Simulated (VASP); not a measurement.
# W (Fm-3m) in VASP: notebook, part 2 of 2

VASP 6.6.1.

### Step 4. Single point, LDA (14.92 Å³/atom)

This run uses another cell than the first one, of 14.92 Å³/atom.

Input file INCAR:

```
SYSTEM = W
ALGO     = Fast           ! electronic algorithm
EDIFF    = 1E-6           ! SCF threshold, eV
ENCUT    = 520            ! plane-wave cutoff, eV
GGA      = CA             ! functional
ISIF     = 2              ! what is computed and relaxed
ISMEAR   = 0              ! smearing method
LASPH    = .True.         ! aspherical terms in the spheres
LCHARG   = .False.        ! write CHGCAR
LREAL    = .False.        ! projectors in reciprocal space
LWAVE    = .False.        ! write WAVECAR
NBANDS   = 13             ! bands
NELM     = 100            ! most SCF steps
PREC     = Accurate       ! precision mode
SIGMA    = 0.15           ! smearing width, eV
```

Input file KPOINTS:

```
k-points
0
Gamma
  22 22 22
  0 0 0
```

Input file POSCAR:

```
W
1.0
    0.0000000000      1.9541659784      1.9541659784
    1.9541659784      0.0000000000      1.9541659784
    1.9541659784      1.9541659784      0.0000000000
W
1
Direct
    0.0000000000      0.0000000000      0.0000000000
```

Launch:

```console
$ cat potpaw_LDA.64/W_sv/POTCAR > POTCAR
$ mpirun -np 1 vasp_std > vasp.out
```

Run time: 90 s. Hardware: 1 thread of Intel Xeon 8259CL, shared host; peak memory 0.18 GiB.

Results (log left out):

```yaml
Free_energy: -13.5710 eV
Pressure: 19.3 GPa
Band_gap_on_the_k_mesh: zero (bands 7 and 8 overlap by 4.52 eV)
```

Levels at points of the mesh, in eV from the Fermi level:
```tsv
k point	band 4	band 5	band 6	band 7	band 8	band 9	band 10	band 11
(0.00, 0.00, 0.00)	-36.77	-9.36	-0.70	-0.70	-0.70	2.84	2.84	12.99
(0.50, 0.00, 0.00)	-36.98	-6.09	-0.98	-0.98	1.15	5.72	5.72	11.82
(0.50, 0.50, 0.00)	-37.35	-6.17	-5.13	3.82	5.67	6.59	6.59	12.68
```

Caveat: the cell stands under pressure; spin-orbit coupling is left out, which moves the levels of the heavy elements.

### Step 5. Single point, LDA (15.18 Å³/atom)

This run uses another cell than the first one, of 15.18 Å³/atom.

Input file INCAR:

```
SYSTEM = W
PREC = Accurate ; ENCUT = 520
EDIFF = 1E-7 ; ISMEAR = 0
SIGMA = 0.15 ; LREAL = .False.
LASPH = .True. ; NELM = 80
ALGO = Normal ; ISIF = 2
LWAVE = .False. ; LCHARG = .True.
GGA = CA ; LELF = .True.
LVHAR = .True. ; NBANDS = 13
```

Input file KPOINTS:

```
regular mesh
0
Gamma
  22 22 22
  0 0 0
```

Input file POSCAR:

```
W
1.0
    0.0000000000      1.9650598130      1.9650598130
    1.9650598130      0.0000000000      1.9650598130
    1.9650598130      1.9650598130      0.0000000000
W
1
Direct
    0.0000000000      0.0000000000      0.0000000000
```

Potentials or basis: VASP PAW LDA potentials, release 64 (W_sv).

Launch:

```console
$ cat potpaw_LDA.64/W_sv/POTCAR > POTCAR
$ mpirun -np 1 vasp_std > vasp.out
```

OUTCAR:

```text
SYSTEM = W
   PREC = Accurate
   ENCUT = 520
   EDIFF = 1E-7
   ISMEAR = 0
   LREAL = .False.
   LASPH = .True.
   NELM = 80
   ISIF = 2
   GGA = CA

 ion  position               nearest neighbor table
   1  0.000  0.000  0.000-

  LATTYP: Found a face centered cubic cell.
 ALAT       =     3.9301196260

  Lattice vectors:

 A1 = (   0.0000000000,   1.9650598130,   1.9650598130)
 A2 = (   1.9650598130,   0.0000000000,   1.9650598130)
 A3 = (   1.9650598130,   1.9650598130,   0.0000000000)

Analysis of symmetry for initial positions (statically):
=====================================================================
 Subroutine PRICEL returns:
 Original cell was already a primitive cell.

 Routine SETGRP: Setting up the symmetry group for a
 face centered cubic supercell.

 Subroutine GETGRP returns: Found 48 space group operations
 (whereof 48 operations were pure point group operations)
 out of a pool of 48 trial point group operations.

[... 167 lines left out ...]

 k-point     1 :       0.0000    0.0000    0.0000
  band No.  band energies     occupation
      1     -61.6148      2.00000
      2     -25.3729      2.00000
      3     -25.3729      2.00000
      4     -25.3729      2.00000
      5       2.1774      2.00000
      6      10.7829      2.00000
      7      10.7829      2.00000
      8      10.7829      2.00000
      9      14.2397      0.00000
     10      14.2397      0.00000
     11      24.4320      0.00000
     12      29.9786      0.00000
     13      29.9786      0.00000
[... 354 lines left out ...]
  band No.  band energies     occupation
      1     -61.4589      2.00000
      2     -26.8640      2.00000
      3     -25.5975      2.00000
      4     -25.5731      2.00000
      5       5.5565      2.00000
      6      10.4017      2.00000
      7      10.5937      2.00000
      8      12.2926      0.00000
      9      16.8373      0.00000
     10      17.2834      0.00000
     11      22.9295      0.00000
     12      24.4986      0.00000
     13      30.9662      0.00000

 [... further k-points ...]

------------------------ aborting loop because EDIFF is reached ----------------------------------------

  FORCE on cell =-STRESS in cart. coord.  units (eV):
  Direction    XX          YY          ZZ          XY          YZ          ZX
  --------------------------------------------------------------------------------------
  -------------------------------------------------------------------------------------
  Total        1.2248638      1.2248638      1.2248638      0.0000000     -0.0000000      0.0000000
  in kB      129.3126685    129.3126685    129.3126685      0.0000000     -0.0000000      0.0000000
  external PRESSURE =     129.3126685 kB  Pullay stress =       0.0000000 kB

 VOLUME and BASIS-vectors are now :
 -----------------------------------------------------------------------------
  energy-cutoff  :      520.00
  volume of cell :       15.18
      direct lattice vectors                 reciprocal lattice vectors
     0.000000000  1.965059813  1.965059813    -0.254445181  0.254445181  0.254445181
     1.965059813  0.000000000  1.965059813     0.254445181 -0.254445181  0.254445181
     1.965059813  1.965059813  0.000000000     0.254445181  0.254445181 -0.254445181

 POSITION                                       TOTAL-FORCE (eV/Angst)
 -----------------------------------------------------------------------------------
      0.00000      0.00000      0.00000         0.000000     -0.000000      0.000000
 -----------------------------------------------------------------------------------
    total drift:                                0.000000      0.000000     -0.000000

  FREE ENERGIE OF THE ION-ELECTRON SYSTEM (eV)
  ---------------------------------------------------
  free  energy   TOTEN  =       -13.5962840290 eV

  energy  without entropy=      -13.5841192470  energy(sigma->0) =      -13.59020164
```

Wall time 70 s (1 thread of Intel Xeon 8259CL, shared host); peak memory 0.18 GiB.

What came out:

- Free energy: -13.5963 eV
- Pressure: 12.9 GPa
- Band gap on the k mesh: zero (bands 7 and 8 overlap by 4.37 eV)

Caveat: the cell stands under pressure; spin-orbit coupling is left out, which moves the levels of the heavy elements.

### Step 6. Overview

| cell | gap on the mesh (eV) | pressure (GPa) |
| --- | --- | --- |
| a = 2.732 Å, angles 60.0°, 1 atom | none | 33.4 |
| a = 2.748 Å, angles 60.0°, 1 atom | none | 26.0 |
| a = 2.764 Å, angles 60.0°, 1 atom | none | 19.3 |
| a = 2.779 Å, angles 60.0°, 1 atom | none | 12.9 |

Alike in all rows: task single point; level LDA; potentials or basis VASP PAW LDA potentials, release 64 (W_sv); no spin polarisation; k mesh 22 × 22 × 22; cutoff (eV) 520; smearing gaussian 0.15 eV.

Caveats: the cell stands under pressure; spin-orbit coupling is left out, which moves the levels of the heavy elements.

Total energies depend on the potentials used, so only differences within one code and one set of settings carry meaning.
